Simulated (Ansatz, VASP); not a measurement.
One calculation of B2SbI3, two programs

```
B Sb I
1.0
     4.37153    0.00000    0.00000
     0.00000    4.37153    0.00000
     0.00000    0.00000    9.63090
B Sb I
2 1 3
Cartesian
  0.0000 2.1858 7.0450
  2.1858 0.0000 2.5859
  0.0000 0.0000 0.0000
  0.0000 2.1858 3.6934
  2.1858 0.0000 5.9374
  2.1858 2.1858 0.0000
```

Change from the starting cell: species swapped into the Ti2CuSb3 type (P-4m2, No. 115).

Alike in both runs: task single point; functional PBE; k mesh 4 × 4 × 2; occupations gaussian, width 0.1 eV; no spin polarisation.

|  | VASP | Ansatz |
| --- | --- | --- |
| version | VASP 6.6.1 | Ansatz 0.2.0 |
| potentials or method | VASP PAW PBE potentials, release 64 (B, Sb, I), cutoff 520 eV | scalar-relativistic, plane waves, PAW |
| valence electrons in the cell | 32 | 72 |

```tsv
	VASP	Ansatz	Ansatz less VASP
gap on the k mesh at the Fermi level (eV)	none	none	-
pressure (GPa)	-2.7	-2.6	+0.04
traceless stress, the component that is largest in VASP (GPa)	-1.14	-1.17	-0.027
rms of the force components (eV/Å)	0.227	0.228	+0.0004
```

Atom by atom the forces differ by 0.000 eV/Å (rms over components). A gap of «none» marks a metal or a gap that the smearing closes. VASP's potentials hold 32 valence electrons a cell and Ansatz's 72, so a difference there can come from the potentials and not from the codes.

Neither program's run includes spin-orbit coupling.
